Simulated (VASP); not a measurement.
# Al4B3P: single point with PBE

Al4B3P:

```
Al B P
1.0
     3.50934    0.00000    0.00000
    -1.75467    3.03917    0.00000
     0.00000    0.00000    9.60931
Al B P
4 3 1
Direct
  0.66667 0.33333 0.33550
  0.66667 0.33333 0.87399
  0.33333 0.66667 0.66450
  0.33333 0.66667 0.12601
  0.00000 0.00000 0.00000
  0.00000 0.00000 0.81937
  0.00000 0.00000 0.18063
  0.00000 0.00000 0.50000
```

| Item | Value |
| --- | --- |
| Program | VASP 6.6.1 |
| Task | single point |
| Functional | PBE |
| Potentials or basis | VASP PAW PBE potentials, release 64 (Al, B, P) |
| Cutoff | 520 eV |
| k mesh | 6 × 6 × 2 |
| Occupations | gaussian, width 0.2 eV |
| Spin | no spin polarisation |

| Quantity | Value |
| --- | --- |
| Pressure | 0.0 GPa |
| Largest force | 0.073 eV/Å |
| Band gap on the k mesh | zero (bands 13 and 14 overlap by 2.45 eV) |

Forces on the atoms (eV/Å):
```
Al   0.000  0.000 -0.010
Al   0.000  0.000 -0.059
Al   0.000  0.000  0.010
Al   0.000  0.000  0.059
B    0.000  0.000  0.000
B    0.000  0.000  0.073
B    0.000  0.000 -0.073
P    0.000  0.000  0.000
```

Stress tensor (GPa, compression positive):
```
 0.09  0.00  0.00
 0.00  0.09  0.00
 0.00  0.00 -0.23
```

Levels at points of the mesh, in eV from the Fermi level:
```tsv
k point	band 11	band 12	band 13	band 14	band 15	band 16
(0.00, 0.00, 0.00)	0.17	0.17	0.85	2.86	3.31	3.31
(0.50, 0.00, 0.00)	-2.01	-1.56	-1.12	-0.49	0.31	1.78
(0.00, 0.00, 0.50)	0.52	0.52	1.50	3.23	3.23	3.30
(0.50, 0.00, 0.50)	-2.35	-1.44	-1.00	0.24	0.37	1.21
```

It took 66 s on 1 thread of Intel Xeon 8259CL (shared host), peak memory 0.23 GiB.
